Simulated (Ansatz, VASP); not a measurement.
## C in VASP and in Ansatz

```
CELL_PARAMETERS angstrom
0.00000 1.76587 1.76587
1.76587 0.00000 1.76587
1.76587 1.76587 0.00000
ATOMIC_POSITIONS crystal
C 0.00000 0.00000 0.00000
C 0.25000 0.25000 0.25000
```

Alike in both runs: functional LDA; k mesh 26 × 26 × 26; occupations gaussian, width 0.02 eV; no spin polarisation.

Ansatz relaxed the structure, and its values are those at the end. VASP's run is a single point on that final structure, the one shown.

```csv
,VASP,Ansatz
version,VASP 6.6.1,Ansatz 0.2.0
potentials or method,"VASP PAW LDA potentials, release 64 (C)","scalar-relativistic, plane waves, PAW"
plane-wave cutoff (eV),600,420
valence electrons in the cell,8,8
```

Ansatz gave:

- gap on the k mesh at the Fermi level (eV): 4.18
- least direct gap on the mesh (eV): 5.62
- pressure (GPa): 0.0

Problem. Which values does VASP return?

Solution. gap on the k mesh at the Fermi level (eV): 4.18; least direct gap on the mesh (eV): 5.63; pressure (GPa): 0.8.

LDA's correlation is that of Perdew and Zunger in VASP and of Perdew and Wang (1992) in Ansatz.
